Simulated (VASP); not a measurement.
# I (Im-3m) in VASP: a series of runs

The runs below take I through single point, with PBE.

All numbers are computed with VASP 6.6.1; they aren't measurements. Logs are shortened: lines on timing, memory, paths and dates and some standing lists are left out, and cuts for length are marked.

### Step 1. The cell of the first run

The structure is cubic, space group Im-3m (No. 229). Conventional cell: a = 4.108 Å, b = 4.108 Å, c = 4.108 Å, α = 90.00°, β = 90.00°, γ = 90.00°. I (site symmetry m-3m) has 14 I at 3.56 to 4.11 Å within 4.7 Å.

### Step 2. Single point, PBE

INCAR reads:

```
SYSTEM = I
PREC = Accurate
ENCUT = 520
EDIFF = 1E-6
ISMEAR = -1
SIGMA = 0.1
LREAL = .False.
LASPH = .True.
NELM = 60
ALGO = Normal
ISIF = 2
LWAVE = .False.
LCHARG = .True.
GGA = PE
LELF = .True.
LVHAR = .True.
NBANDS = 10
```

KPOINTS reads:

```
regular mesh
0
Gamma
  8 8 8
  0 0 0
```

POSCAR reads:

```
I
1.0
   -2.0539795980      2.0539795980      2.0539795980
    2.0539795980     -2.0539795980      2.0539795980
    2.0539795980      2.0539795980     -2.0539795980
I
1
Direct
    0.0000000000      0.0000000000      0.0000000000
```

Potentials or basis: VASP PAW PBE potentials, release 64 (I).

On the command line:

```console
> cat potpaw_PBE.64/I/POTCAR > POTCAR
> mpirun -np 1 vasp_std > vasp.out
```

OUTCAR:

```text
SYSTEM = I
   PREC = Accurate
   ENCUT = 520
   EDIFF = 1E-6
   ISMEAR = -1
   LREAL = .False.
   LASPH = .True.
   NELM = 60
   ISIF = 2
   GGA = PE

 ion  position               nearest neighbor table
   1  0.000  0.000  0.000-

  LATTYP: Found a body centered cubic cell.
 ALAT       =     4.1079591960

  Lattice vectors:

 A1 = (  -2.0539795980,   2.0539795980,   2.0539795980)
 A2 = (   2.0539795980,  -2.0539795980,   2.0539795980)
 A3 = (   2.0539795980,   2.0539795980,  -2.0539795980)

Analysis of symmetry for initial positions (statically):
=====================================================================
 Subroutine PRICEL returns:
 Original cell was already a primitive cell.

 Routine SETGRP: Setting up the symmetry group for a
 body centered cubic supercell.

 Subroutine GETGRP returns: Found 48 space group operations
 (whereof 48 operations were pure point group operations)
 out of a pool of 48 trial point group operations.

The static configuration has the point symmetry O_h .

Analysis of symmetry for dynamics (positions and initial velocities):
=====================================================================
 Subroutine PRICEL returns:
 Original cell was already a primitive cell.

 Routine SETGRP: Setting up the symmetry group for a
 body centered cubic supercell.

 Subroutine GETGRP returns: Found 48 space group operations
 (whereof 48 operations were pure point group operations)
 out of a pool of 48 trial point group operations.

The dynamic configuration has the point symmetry O_h .

 Subroutine INISYM returns: Found 48 space group operations
 (whereof 48 operations are pure point group operations),
 and found     1 'primitive' translations

----------------------------------------------------------------------------------------

                                     Primitive cell

  volume of cell :      34.6616

  direct lattice vectors                    reciprocal lattice vectors
    -2.053979598  2.053979598  2.053979598     0.000000000  0.243429877  0.243429877
     2.053979598 -2.053979598  2.053979598     0.243429877  0.000000000  0.243429877
     2.053979598  2.053979598 -2.053979598     0.243429877  0.243429877  0.000000000

  length of vectors
     3.557597021  3.557597021  3.557597021     0.344261833  0.344261833  0.344261833

  position of ions in fractional coordinates (direct lattice)
[... 79 lines left out ...]
   EDIFFG = 0.1E-04   stopping-criterion for IOM
   NSW    =      0    number of steps for IOM
   IBRION =     -1    ionic relax: 0-MD 1-quasi-New 2-CG
   NFREE  =      0    steps in history (QN), initial steepest desc. (CG)
   ISIF   =      2    stress and relaxation
   ISYM   =      2    0-nonsym 1-usesym 2-fastsym
   POTIM  = 0.5000    time-step for ionic-motion
   TEBEG  =    0.0;   TEEND  =   0.0 temperature during run
   PSTRESS=    0.0 pullay stress
   NELECT =       7.0000    total number of electrons
   NUPDOWN=      -1.0000    fix difference up-down
   EMIN   =  10.00;   EMAX   =-10.00  energy-range for DOS
   EFERMI =   0.00;   METHOD = LEGACY
   ISMEAR =    -1;   SIGMA  =   0.10  broadening in eV -4-tet -1-fermi 0-gaus
   EFERMI_NEDOS =   21; number of points for ismear=-14 and -15
   IALGO  =     38    algorithm
   IMIX   =      4    mixing-type and parameters
     AMIX     =   0.40;   BMIX     =  1.00
     AMIX_MAG =   1.60;   BMIX_MAG =  1.00
  volume/ion in A,a.u.               =      34.66       233.91
  Fermi-wavevector in a.u.,A,eV,Ry     =   0.960487  1.815057 12.551849  0.922535
  Thomas-Fermi vector in A             =   2.089775
   LORBIT       =      0    0 simple, 1 ext, 2 COOP (PROOUT), +10 PAW based schemes
   GGA     = PE    functional components
   LHFCALC =     F    Hartree Fock is set to
   AEXX    =    0.0000 exact exchange contribution
   IVDW    =     0    specifies the selected vdW correction
   LEPSILON=     F    determine dielectric tensor
   LRPA    =     F    only Hartree local field effects (RPA)
 non-spin polarized calculation
  energy-cutoff  :      520.00
  volume of cell :       34.66
 maximum number of plane-waves:       959
 NGX is ok and might be reduce to    28
   NGX = 13   NGY = 13   NGZ = 13

 number of electron       7.0000001 magnetization

 Free energy of the ion-electron system (eV)
  ---------------------------------------------------
  ext. energy  EPLUGINS =         0.00000000
  ---------------------------------------------------
  free energy    TOTEN  =        -1.06865744 eV

  energy without entropy =       -1.00735687  energy(sigma->0) =       -1.03800716

 E-fermi :   4.7226     XC(G=0):  -9.1523

 val. band max:        4.7205685684   @ k =  -0.2500   0.2500   0.1250
 cond. band min:       4.7588833092   @ k =   0.2500   0.2500   0.0000
 fundamental gap:      0.0383147409
 Fermi energy:         4.7225555165

 k-point     1 :       0.0000    0.0000    0.0000
  band No.  band energies     occupation
      1      -8.8590      2.00000
      2       5.6272      0.00024
      3       5.6272      0.00024
      4       5.6272      0.00024
      5      11.8531      0.00000
      6      14.5112      0.00000
      7      14.5112      0.00000
      8      14.5112      0.00000
      9      16.8050      0.00000
     10      16.8050      0.00000
[... 287 lines left out ...]
 k-point    24 :      -0.3750    0.3750    0.2500
  band No.  band energies     occupation
      1      -7.0951      2.00000
      2       1.3865      2.00000
      3       3.0156      2.00000
      4       3.3679      2.00000
      5      10.6146      0.00000
      6      13.1256      0.00000
      7      15.1101      0.00000
      8      15.6273      0.00000
      9      18.8582      0.00000
     10      19.7077      0.00000

 [... further k-points ...]

------------------------ aborting loop because EDIFF is reached ----------------------------------------

  FORCE on cell =-STRESS in cart. coord.  units (eV):
  Direction    XX          YY          ZZ          XY          YZ          ZX
  --------------------------------------------------------------------------------------
  -------------------------------------------------------------------------------------
  Total        0.2791892      0.2791892      0.2791892     -0.0000000      0.0000000     -0.0000000
  in kB       12.9050839     12.9050839     12.9050839     -0.0000000      0.0000000     -0.0000000
  external PRESSURE =      12.9050839 kB  Pullay stress =       0.0000000 kB

 VOLUME and BASIS-vectors are now :
 -----------------------------------------------------------------------------
  energy-cutoff  :      520.00
  volume of cell :       34.66
      direct lattice vectors                 reciprocal lattice vectors
    -2.053979598  2.053979598  2.053979598     0.000000000  0.243429877  0.243429877
     2.053979598 -2.053979598  2.053979598     0.243429877  0.000000000  0.243429877
     2.053979598  2.053979598 -2.053979598     0.243429877  0.243429877  0.000000000

 POSITION                                       TOTAL-FORCE (eV/Angst)
 -----------------------------------------------------------------------------------
      0.00000      0.00000      0.00000         0.000000      0.000000      0.000000
 -----------------------------------------------------------------------------------
    total drift:                                0.000000      0.000000      0.000000

  FREE ENERGIE OF THE ION-ELECTRON SYSTEM (eV)
  ---------------------------------------------------
  free  energy   TOTEN  =        -1.0686574405 eV

  energy  without entropy=       -1.0073568735  energy(sigma->0) =       -1.03800716
```

Wall time 4.7 s (1 thread of Intel Xeon 6975P-C (Granite Rapids), shared host); peak memory 0.15 GiB.

What came out:

* Free energy: -1.0687 eV
* Pressure: 1.3 GPa

Caveat: spin-orbit coupling is left out, which moves the levels of the heavy elements; an odd number of electrons without spin polarisation forces a metal; a magnetic or distorted state may lie lower.

### Step 3. Single point, PBE

This run uses another cell than the first one, of 35.76 Å³/atom, 1.032 times its volume.

INCAR reads:

```
SYSTEM = I
ALGO = Normal ; EDIFF = 1E-6
ENCUT = 520 ; GGA = PE
ISIF = 2 ; ISMEAR = -1
LASPH = .TRUE. ; LCHARG = .FALSE.
LREAL = .FALSE. ; LWAVE = .FALSE.
NBANDS = 10 ; NELM = 60
PREC = Accurate ; SIGMA = 0.1
```

KPOINTS reads:

```
k-points
0
G
  8 8 8
  0 0 0
```

POSCAR reads:

```
I
1.0
   -2.0753767587      2.0753767587      2.0753767587
    2.0753767587     -2.0753767587      2.0753767587
    2.0753767587      2.0753767587     -2.0753767587
I
1
Direct
    0.0000000000      0.0000000000      0.0000000000
```

Potentials or basis: VASP PAW PBE potentials, release 64 (I).

On the command line:

```console
> cat potpaw_PBE.64/I/POTCAR > POTCAR
> mpirun -np 1 vasp_std > vasp.out
```

It took 4.2 s on 1 thread of Intel Xeon 6975P-C (Granite Rapids), shared host; peak memory 0.15 GiB.

The run converged. Its results:

| Property | Result |
| --- | --- |
| Free energy | -1.0745 eV |
| Pressure | 0.4 GPa |

Levels at points of the mesh, in eV from the Fermi level:
```
           k point  band 1  band 2  band 3  band 4  band 5  band 6  band 7  band 8
(0.00, 0.00, 0.00)  -13.39    0.85    0.85    0.85    6.96    9.79    9.79    9.79
(0.50, 0.00, 0.00)  -11.94   -4.42   -0.78    0.52    5.75    7.19   12.84   13.28
(0.50, 0.50, 0.50)  -11.01   -2.58   -2.58   -2.58    4.50    4.50   16.21   16.21
```

Caveat: spin-orbit coupling is left out, which moves the levels of the heavy elements; an odd number of electrons without spin polarisation forces a metal; a magnetic or distorted state may lie lower.

### Step 4. Single point, PBE

This run uses another cell than the first one, of 36.85 Å³/atom, 1.063 times its volume.

INCAR reads:

```
ALGO     = Normal         # electronic algorithm
EDIFF    = 1E-6           # SCF threshold, eV
ENCUT    = 520            # plane-wave cutoff, eV
GGA      = PE             # functional
ISIF     = 2              # what is computed and relaxed
ISMEAR   = -1             # smearing method
LASPH    = True           # aspherical terms in the spheres
LCHARG   = True           # write CHGCAR
LELF     = True           # ELF
LREAL    = False          # projectors in reciprocal space
LVHAR    = True         
LWAVE    = False          # write WAVECAR
NBANDS   = 10             # bands
NELM     = 60             # most SCF steps
PREC     = Accurate       # precision mode
SIGMA    = 0.1            # smearing width, eV
```

KPOINTS reads:

```
k-points
0
Gamma
  8 8 8
```

POSCAR reads:

```
I
1.0
   -2.0963415792      2.0963415792      2.0963415792
    2.0963415792     -2.0963415792      2.0963415792
    2.0963415792      2.0963415792     -2.0963415792
I
1
Direct
    0.0000000000      0.0000000000      0.0000000000
```

On the command line:

```console
> cat potpaw_PBE.64/I/POTCAR > POTCAR
> mpirun -np 1 vasp_std > vasp.out
```

Wall time 4.8 s (1 thread of Intel Xeon 6975P-C (Granite Rapids), shared host); peak memory 0.15 GiB.

Results (log left out):

* Free energy: -1.0752 eV
* Pressure: -0.3 GPa

Levels at points of the mesh, in eV from the Fermi level:
| k point | band 2 | band 3 | band 4 | band 5 | band 6 | band 7 |
| --- | --- | --- | --- | --- | --- | --- |
| (0.00, 0.00, 0.00) | 0.79 | 0.79 | 0.79 | 6.80 | 9.79 | 9.79 |
| (0.50, 0.00, 0.00) | -4.22 | -0.75 | 0.49 | 5.81 | 7.26 | 12.82 |
| (0.50, 0.50, 0.50) | -2.46 | -2.46 | -2.46 | 4.64 | 4.64 | 16.01 |

Caveat: spin-orbit coupling is left out, which moves the levels of the heavy elements; an odd number of electrons without spin polarisation forces a metal; a magnetic or distorted state may lie lower.

(Continued in part 2 of 3.)
